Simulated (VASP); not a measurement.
# W: single point with r2SCAN

The system is W.

```
W
1.0
     0.00000   -3.16837    0.00000
    -3.16837    0.00000    0.00000
     0.00000    0.00000   -3.16837
W
2
Direct
  0.50000 0.50000 0.50000
  0.00000 0.00000 0.00000
```

- Program: VASP 6.6.1
- Task: single point
- Functional: r2SCAN
- Potentials or basis: VASP PAW PBE potentials, release 64 (W_sv)
- Cutoff: 520 eV
- k mesh: 10 × 10 × 10
- Occupations: gaussian, width 0.15 eV
- Spin: no spin polarisation

```json
{
 "Pressure": "1.3 GPa",
 "Band gap on the k mesh": "zero (band 14 reaches 11.76 eV, above the bottom of band 15 at 10.66 eV)"
}
```

Levels at points of the mesh, in eV from the Fermi level:
```csv
k point,band 10,band 11,band 12,band 13,band 14,band 15,band 16,band 17,band 18,band 19
"(0.00, 0.00, 0.00)",-6.01,-6.01,-1.30,-1.30,-1.30,2.53,2.53,5.29,5.29,5.29
"(0.50, 0.00, 0.00)",-5.51,-2.82,-2.82,-0.61,-0.61,-0.61,-0.61,1.39,1.39,3.79
"(0.50, 0.50, 0.00)",-6.56,-3.75,-3.75,0.50,0.50,2.37,2.37,3.42,3.42,6.29
"(0.50, 0.50, 0.50)",-3.20,-3.20,-3.20,-3.20,-3.20,3.59,3.59,3.59,3.59,7.15
```

Wall time 81 s on 1 thread of Intel(R) Xeon(R) Platinum 8488C (Sapphire Rapids), on a shared host, peak memory 0.16 GiB.

Caveat: the PAW data sets were made with another functional, which shifts forces and pressure a little; spin-orbit coupling is left out, which moves the levels of the heavy elements.
